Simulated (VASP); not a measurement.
# GaAs (Pm-3m) in VASP: a series of runs

Aim: see how the results for GaAs move with the level of theory and the settings. Levels: r2SCAN, PBEsol. Tasks: single point.

Everything below comes from runs of VASP 6.6.1. Logs are shortened: lines on timing, memory, paths and dates and some standing lists are left out, and cuts for length are marked.

### 1 The cell of the first run

It takes space group Pm-3m (No. 221, cubic). Conventional cell: a = 3.329 Å, b = 3.329 Å, c = 3.329 Å, α = 90.00°, β = 90.00°, γ = 90.00°. Ga (site symmetry m-3m) has 8 As at 2.88 Å and 6 Ga at 3.33 Å within 3.8 Å. Within 3.8 Å of As (site symmetry m-3m) lie 8 Ga at 2.88 Å and 6 As at 3.33 Å.

### 2 Single point, r2SCAN

Contents of POSCAR:

```
GaAs
1.0
    3.3286687154      0.0000000000      0.0000000000
    0.0000000000      3.3286687154      0.0000000000
    0.0000000000      0.0000000000      3.3286687154
Ga As
1 1
Direct
    0.0000000000      0.0000000000      0.0000000000
    0.5000000000      0.5000000000      0.5000000000
```

Contents of INCAR.step1:

```
PREC     = Accurate       # precision mode
ENCUT    = 520            # plane-wave cutoff, eV
ISMEAR   = -1             # smearing method
SIGMA    = 0.02           # smearing width, eV
LREAL    = False          # projectors in reciprocal space
LASPH    = True           # aspherical terms in the spheres
NELM     = 60             # most SCF steps
NBANDS   = 16             # bands
GGA      = PE             # functional
ALGO     = Normal         # electronic algorithm
EDIFF    = 1E-4           # SCF threshold, eV
LWAVE    = True           # write WAVECAR
LCHARG   = False          # write CHGCAR
```

Contents of INCAR.step2:

```
PREC     = Accurate       # precision mode
ENCUT    = 520            # plane-wave cutoff, eV
EDIFF    = 1E-6           # SCF threshold, eV
ISMEAR   = -1             # smearing method
SIGMA    = 0.02           # smearing width, eV
LREAL    = False          # projectors in reciprocal space
LASPH    = True           # aspherical terms in the spheres
NELM     = 60             # most SCF steps
ALGO     = Normal         # electronic algorithm
ISIF     = 2              # what is computed and relaxed
LWAVE    = False          # write WAVECAR
LCHARG   = False          # write CHGCAR
METAGGA  = R2SCAN         # meta-GGA
LMIXTAU  = True         
NBANDS   = 16             # bands
ISTART   = 1
```

Contents of KPOINTS:

```
Automatic mesh
0
Gamma
  3 3 3
```

Potentials or basis: VASP PAW PBE potentials, release 64 (Ga_d, As).

On the command line:

```sh
$ cat potpaw_PBE.64/Ga_d/POTCAR potpaw_PBE.64/As/POTCAR > POTCAR
$ cp INCAR.step1 INCAR
$ mpirun -np 1 vasp_std > vasp.out
$ cp INCAR.step2 INCAR
$ mpirun -np 1 vasp_std > vasp.out
```

OUTCAR:

```text
PREC = Accurate
   ENCUT = 520
   EDIFF = 1E-6
   ISMEAR = -1
   LREAL = False
   LASPH = True
   NELM = 60
   ISIF = 2
   METAGGA = R2SCAN
   ISTART = 1

 ion  position               nearest neighbor table
   1  0.000  0.000  0.000-   2 2.88   2 2.88   2 2.88   2 2.88   2 2.88   2 2.88   2 2.88   2 2.88

   2  0.500  0.500  0.500-   1 2.88   1 2.88   1 2.88   1 2.88   1 2.88   1 2.88   1 2.88   1 2.88

  LATTYP: Found a simple cubic cell.
 ALAT       =     3.3286687154

  Lattice vectors:

 A1 = (   3.3286687154,   0.0000000000,   0.0000000000)
 A2 = (   0.0000000000,   3.3286687154,   0.0000000000)
 A3 = (   0.0000000000,   0.0000000000,   3.3286687154)

Analysis of symmetry for initial positions (statically):
=====================================================================
 Subroutine PRICEL returns:
 Original cell was already a primitive cell.

 Routine SETGRP: Setting up the symmetry group for a
 simple cubic supercell.

 Subroutine GETGRP returns: Found 48 space group operations
 (whereof 48 operations were pure point group operations)
 out of a pool of 48 trial point group operations.

The static configuration has the point symmetry O_h .

Analysis of symmetry for dynamics (positions and initial velocities):
=====================================================================
 Subroutine PRICEL returns:
 Original cell was already a primitive cell.

 Routine SETGRP: Setting up the symmetry group for a
 simple cubic supercell.

 Subroutine GETGRP returns: Found 48 space group operations
 (whereof 48 operations were pure point group operations)
 out of a pool of 48 trial point group operations.

The dynamic configuration has the point symmetry O_h .

 Subroutine INISYM returns: Found 48 space group operations
 (whereof 48 operations are pure point group operations),
 and found     1 'primitive' translations

----------------------------------------------------------------------------------------

                                     Primitive cell

  volume of cell :      36.8818

  direct lattice vectors                    reciprocal lattice vectors
     3.328668715  0.000000000  0.000000000     0.300420404  0.000000000  0.000000000
     0.000000000  3.328668715  0.000000000     0.000000000  0.300420404  0.000000000
     0.000000000  0.000000000  3.328668715     0.000000000  0.000000000  0.300420404

  length of vectors
     3.328668715  3.328668715  3.328668715     0.300420404  0.300420404  0.300420404

  position of ions in fractional coordinates (direct lattice)
     0.000000000  0.000000000  0.000000000
     0.500000000  0.500000000  0.500000000

  ion indices of the primitive-cell ions
   primitive index   ion index
                 1           1
                 2           2

----------------------------------------------------------------------------------------

 KPOINTS: Automatic mesh

Automatic generation of k-mesh.
 Grid dimensions read from file:
 generate k-points for:    3    3    3

 Generating k-lattice:

  Cartesian coordinates                     Fractional coordinates (reciprocal lattice)
     0.100140135  0.000000000  0.000000000     0.333333333  0.000000000  0.000000000
     0.000000000  0.100140135  0.000000000     0.000000000  0.333333333  0.000000000
     0.000000000  0.000000000  0.100140135     0.000000000  0.000000000  0.333333333

  Length of vectors
     0.100140135  0.100140135  0.100140135

  Shift w.r.t. Gamma in fractional coordinates (k-lattice)
     0.000000000  0.000000000  0.000000000

 Subroutine IBZKPT returns following result:
 ===========================================

 Found      4 irreducible k-points:

 Following reciprocal coordinates:
            Coordinates               Weight
  0.000000  0.000000  0.000000      1.000000
  0.333333  0.000000  0.000000      6.000000
  0.333333  0.333333  0.000000     12.000000
  0.333333  0.333333  0.333333      8.000000
   k-points           NKPTS =      4   k-points in BZ     NKDIM =      4   number of bands    NBANDS=     16
   number of dos      NEDOS =    301   number of ions     NIONS =      2
   total plane-waves  NPLWV =  21952
   dimension x,y,z NGX =    28 NGY =   28 NGZ =   28
   dimension x,y,z NGXF=    56 NGYF=   56 NGZF=   56
   ions per type =               1   1
   NGX,Y,Z   is equivalent  to a cutoff of  13.98, 13.98, 13.98 a.u.
   NGXF,Y,Z  is equivalent  to a cutoff of  27.97, 27.97, 27.97 a.u.
 SYSTEM =  unknown system
   PREC   = accura    normal or accurate (medium, high low for compatibility)
   ISTART =      1    job   : 0-new  1-cont  2-samecut
   ICHARG =      0    charge: 1-file 2-atom 10-const
   ISPIN  =      1    spin polarized calculation?
   LNONCOLLINEAR =      F non collinear calculations
   LSORBIT =      F    spin-orbit coupling
   LASPH  =      T    aspherical Exc in radial PAW
   ENCUT  =  520.0 eV  38.22 Ry    6.18 a.u.   6.19  6.19  6.19*2*pi/ulx,y,z
   NELM   =     60;   NELMIN=  2; NELMDL=  0     # of ELM steps
   EDIFF  = 0.1E-05   stopping-criterion for ELM
   LREAL  =      F    real-space projection
   EDIFFG = 0.1E-04   stopping-criterion for IOM
   NSW    =      0    number of steps for IOM
   IBRION =     -1    ionic relax: 0-MD 1-quasi-New 2-CG
   NFREE  =      0    steps in history (QN), initial steepest desc. (CG)
   ISIF   =      2    stress and relaxation
   ISYM   =      2    0-nonsym 1-usesym 2-fastsym
   POTIM  = 0.5000    time-step for ionic-motion
   TEBEG  =    0.0;   TEEND  =   0.0 temperature during run
   PSTRESS=    0.0 pullay stress
   NELECT =      18.0000    total number of electrons
   NUPDOWN=      -1.0000    fix difference up-down
   EMIN   =  10.00;   EMAX   =-10.00  energy-range for DOS
   EFERMI =   0.00;   METHOD = LEGACY
   ISMEAR =    -1;   SIGMA  =   0.02  broadening in eV -4-tet -1-fermi 0-gaus
   EFERMI_NEDOS =   21; number of points for ismear=-14 and -15
   IALGO  =     38    algorithm
   IMIX   =      4    mixing-type and parameters
     AMIX     =   0.40;   BMIX     =  1.00
     AMIX_MAG =   1.60;   BMIX_MAG =  1.00
  volume/ion in A,a.u.               =      18.44       124.45
  Fermi-wavevector in a.u.,A,eV,Ry     =   1.288927  2.435719 22.603816  1.661334
  Thomas-Fermi vector in A             =   2.420851
   LORBIT       =      0    0 simple, 1 ext, 2 COOP (PROOUT), +10 PAW based schemes
   METAGGA = R2SCAN    functional components
   LHFCALC =     F    Hartree Fock is set to
   AEXX    =    0.0000 exact exchange contribution
   IVDW    =     0    specifies the selected vdW correction
   LEPSILON=     F    determine dielectric tensor
   LRPA    =     F    only Hartree local field effects (RPA)
 non-spin polarized calculation
  energy-cutoff  :      520.00
  volume of cell :       36.88
 maximum number of plane-waves:      1021
 NGX is ok and might be reduce to    28
   NGX = 13   NGY = 13   NGZ = 13

 number of electron      18.0000009 magnetization

 Free energy of the ion-electron system (eV)
  ---------------------------------------------------
  ext. energy  EPLUGINS =         0.00000000
  ---------------------------------------------------
  free energy    TOTEN  =       -25.12576828 eV

  energy without entropy =      -25.11577121  energy(sigma->0) =      -25.12076975

 E-fermi :   6.4634     XC(G=0): -11.7969

 val. band max:        5.5270952284   @ k =   0.3333   0.3333   0.3333
 cond. band min:       6.4853353723   @ k =   0.3333   0.0000   0.0000
 fundamental gap:      0.9582401440
 Fermi energy:         6.4633631266

 k-point     1 :       0.0000    0.0000    0.0000
  band No.  band energies     occupation
      1      -8.9449      2.00000
      2      -8.9449      2.00000
      3      -8.8398      2.00000
      4      -8.8398      2.00000
      5      -8.8398      2.00000
      6      -8.3709      2.00000
[... 8 lines left out ...]
     15      16.5534      0.00000
     16      21.5969      0.00000

 k-point     2 :       0.3333    0.0000    0.0000
  band No.  band energies     occupation
      1      -8.9370      2.00000
      2      -8.8827      2.00000
      3      -8.8771      2.00000
      4      -8.8771      2.00000
      5      -8.8367      2.00000
      6      -7.0926      2.00000
[... 8 lines left out ...]
     15      17.4668      0.00000
     16      18.9394      0.00000

 k-point     3 :       0.3333    0.3333    0.0000
  band No.  band energies     occupation
      1      -8.9990      2.00000
      2      -8.9046      2.00000
      3      -8.8700      2.00000
      4      -8.8657      2.00000
      5      -8.8287      2.00000
      6      -5.7841      2.00000
[... 8 lines left out ...]
     15      17.2271      0.00000
     16      19.1495      0.00000

 k-point     4 :       0.3333    0.3333    0.3333
  band No.  band energies     occupation
      1      -8.9710      2.00000
      2      -8.9233      2.00000
      3      -8.9233      2.00000
      4      -8.8233      2.00000
      5      -8.8233      2.00000
      6      -4.6940      2.00000
[... 8 lines left out ...]
     15      21.5077      0.00000
     16      21.5077      0.00000

------------------------ aborting loop because EDIFF is reached ----------------------------------------

  FORCE on cell =-STRESS in cart. coord.  units (eV):
  Direction    XX          YY          ZZ          XY          YZ          ZX
  --------------------------------------------------------------------------------------
  -------------------------------------------------------------------------------------
  Total        1.2510665      1.2510665      1.2510665     -0.0000000      0.0000000     -0.0000000
  in kB       54.3474618     54.3474618     54.3474618     -0.0000000      0.0000000     -0.0000000
  external PRESSURE =      54.3474618 kB  Pullay stress =       0.0000000 kB

 VOLUME and BASIS-vectors are now :
 -----------------------------------------------------------------------------
  energy-cutoff  :      520.00
  volume of cell :       36.88
      direct lattice vectors                 reciprocal lattice vectors
     3.328668715  0.000000000  0.000000000     0.300420404  0.000000000  0.000000000
     0.000000000  3.328668715  0.000000000     0.000000000  0.300420404  0.000000000
     0.000000000  0.000000000  3.328668715     0.000000000  0.000000000  0.300420404

 POSITION                                       TOTAL-FORCE (eV/Angst)
 -----------------------------------------------------------------------------------
      0.00000      0.00000      0.00000         0.000000      0.000000      0.000000
      1.66433      1.66433      1.66433         0.000000      0.000000      0.000000
 -----------------------------------------------------------------------------------
    total drift:                               -0.000000      0.000000     -0.000000

  FREE ENERGIE OF THE ION-ELECTRON SYSTEM (eV)
  ---------------------------------------------------
  free  energy   TOTEN  =       -25.1257682830 eV

  energy  without entropy=      -25.1157712138  energy(sigma->0) =      -25.12076975
```

Wall time 16 s (1 thread of Intel Xeon 6975P-C (Granite Rapids), shared host); peak memory 0.15 GiB.

Results:

```yaml
Free_energy: -25.1258 eV
Pressure: 5.4 GPa
Band_gap_on_the_k_mesh: zero (band 9 reaches 6.49 eV, above the bottom of band 10 at 5.16 eV)
```

Caveat: the k points lie up to 0.63 Å⁻¹ apart; the PAW data sets were made with another functional, which shifts forces and pressure a little.

(Continued in part 2 of 3.)
